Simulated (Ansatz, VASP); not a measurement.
**BiS4 in VASP and in Ansatz**

```
Bi S
1.0
     6.39007    0.00000    0.00000
     0.00000    6.39007    0.00000
     0.00000    0.00000    4.03444
Bi S
1 4
Direct
  0.00000 0.00000 0.50000
  0.65864 0.00000 0.00000
  0.34136 0.00000 0.00000
  0.00000 0.65864 0.00000
  0.00000 0.34136 0.00000
```

Alike in both runs: functional PBE; k mesh 6 × 6 × 10; occupations gaussian, width 0.1 eV; no spin polarisation.

Ansatz relaxed the structure, and its values are those at the end. VASP's run is a single point on that final structure, the one shown.

|  | VASP | Ansatz |
| --- | --- | --- |
| version | VASP 6.6.1 | Ansatz 0.2.0 |
| potentials or method | VASP PAW PBE potentials, release 64 (Bi_d, S), cutoff 520 eV | scalar-relativistic, plane waves, PAW |
| valence electrons in the cell | 39 | 39 |

```csv
,VASP,Ansatz,Ansatz less VASP
gap on the k mesh at the Fermi level (eV),none,none,-
pressure (GPa),-0.2,0.0,+0.19
rms of the force components (eV/Å),0.072,0.003,-0.0690
```

A gap of «none» marks a metal or a gap that the smearing closes. Ansatz's warnings: xc potential rough in thin density.

Neither program's run includes spin-orbit coupling.
